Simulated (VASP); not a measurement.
Input of a VASP 6.6.1 run:

Contents of INCAR:

```
ALGO     = Normal         # electronic algorithm
EDIFF    = 1E-6           # SCF threshold, eV
ENCUT    = 520            # plane-wave cutoff, eV
ISIF     = 2              # what is computed and relaxed
ISMEAR   = 0              # smearing method
LASPH    = T              # aspherical terms in the spheres
LCHARG   = F              # write CHGCAR
LREAL    = F              # projectors in reciprocal space
LWAVE    = F              # write WAVECAR
NBANDS   = 44             # bands
NELM     = 100            # most SCF steps
PREC     = Accurate       # precision mode
SIGMA    = 0.02           # smearing width, eV
```

The input KPOINTS:

```
k-points
0
Gamma
  6 6 6
```

Contents of POSCAR:

```
SiO2
1.0
   -4.5444362835      4.5444362835      2.6595094650
    4.5444362835     -4.5444362835      2.6595094650
    4.3461376008      4.3461376008     -2.6595094650
Si O
4 8
Direct
    0.1772359037      0.1772359037      0.3544718075
    0.8212642412      0.1787357588      0.0000000000
    0.1787357588      0.8212642412      0.0000000000
    0.8227640963      0.8227640963      0.6455281925
    0.5000000000      0.5000000000      0.5000000000
    0.0000000000      0.5000000000      0.0000000000
    0.5000000000      0.0000000000      0.0000000000
    0.0000000000      0.0000000000      0.5000000000
    0.0007590171      0.2099090195      0.2106680366
    0.7900909805     -0.0007590171      0.7893319634
    0.2099090195      0.0007590171      0.2106680366
   -0.0007590171      0.7900909805      0.7893319634
```

Potentials or basis: VASP PAW LDA potentials, release 64 (Si, O).

Launch:

```sh
$ cat potpaw_LDA.64/Si/POTCAR potpaw_LDA.64/O/POTCAR > POTCAR
$ mpirun -np 1 vasp_std > vasp.out
```

(1) What does it give for the band gap on the k mesh?

(2) Estimate the pressure.

(3) Predict the largest force.

Results:

(1) 5.25 eV.

(2) -2.1 GPa.

(3) 0.037 eV/Å.

Caveat: the cell differs from its parent crystal (biaxial strain in the a-b plane: +2.0 %, then relaxed in part).
